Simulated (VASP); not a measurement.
Na, 1 atom in the cell. The structure is cubic, space group Im-3m (No. 229). The conventional cell has a = 4.197 Å, b = 4.197 Å, c = 4.197 Å, α = 90.00°, β = 90.00°, γ = 90.00°. Within 4.8 Å of Na (site symmetry m-3m) lie 14 Na at 3.63 to 4.20 Å. 

- Program: VASP 6.6.1
- Task: single point
- Functional: PBE
- Potentials or basis: VASP PAW PBE potentials, release 64 (Na_pv)
- Cutoff: 520 eV
- k mesh: 11 × 11 × 11
- Occupations: gaussian, width 0.03 eV
- Spin: no spin polarisation
- Dipole correction: no
- Further INCAR settings: ALGO = Normal; EDIFF = 1e-06; NBANDS = 10

Potentials or basis: VASP PAW PBE potentials, release 64 (Na_pv).

The run is started by

```sh
$ cat potpaw_PBE.64/Na_pv/POTCAR > POTCAR
$ mpirun -np 1 vasp_std > vasp.out
```

Hardware: 1 thread of AMD EPYC 7R13, with other jobs on the host.

Estimate the wall time of this run.

Wall time 23 s on 1 thread of AMD EPYC 7R13 (shared host), peak memory 0.13 GiB. Counts: scf iterations 9, k points 56.
